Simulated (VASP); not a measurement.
Write the native input for VASP 6.6.1 that does the following.

| Quantity | Value |
| --- | --- |
| Task | single point |
| Functional | PBEsol |
| Potentials or basis | VASP PAW PBE potentials, release 64 (Hf_pv) |
| Cutoff | 520 eV |
| k mesh | 18 × 18 × 10 |
| Occupations | gaussian, width 0.05 eV |
| Spin | no spin polarisation |
| Dipole correction | no |
| Further INCAR settings | ALGO = Fast; EDIFF = 1e-07; NBANDS = 17 |

The structure of Hf lies in POSCAR:

```
Hf
1.0
    2.9692256379      0.0000000000      0.0000000000
   -1.4846128190      2.5714248320      0.0000000000
    0.0000000000      0.0000000000      4.7533537406
Hf
2
Direct
    0.3333333333      0.6666666667      0.2500000000
    0.6666666667      0.3333333333      0.7500000000
```

This cell differs from its parent crystal: volume scaled by 0.840.

The input as run:

INCAR

```
SYSTEM = Hf
PREC = Accurate ; ENCUT = 520
EDIFF = 1E-7 ; ISMEAR = 0
SIGMA = 0.05 ; LREAL = .FALSE.
LASPH = .TRUE. ; NELM = 80
ALGO = Fast ; ISIF = 2
LWAVE = .FALSE. ; LCHARG = .FALSE.
GGA = PS ; NBANDS = 17
```

KPOINTS

```
regular mesh
0
G
  18 18 10
  0 0 0
```

Potentials or basis: VASP PAW PBE potentials, release 64 (Hf_pv).

Launch:

```console
$ cat potpaw_PBE.64/Hf_pv/POTCAR > POTCAR
$ mpirun -np 1 vasp_std > vasp.out
```

It gave:

```json
{
 "Pressure": "26.1 GPa",
 "Band gap on the k mesh": "zero (band 10 reaches 7.61 eV, above the bottom of band 11 at 5.95 eV)"
}
```

Caveat: the PAW data sets were made with another functional, which shifts forces and pressure a little; spin-orbit coupling is left out, which moves the levels of the heavy elements.

Wall time 50 s on 1 thread of Intel(R) Xeon(R) 6975P-C (Granite Rapids), with other jobs on the host, peak memory 0.24 GiB.
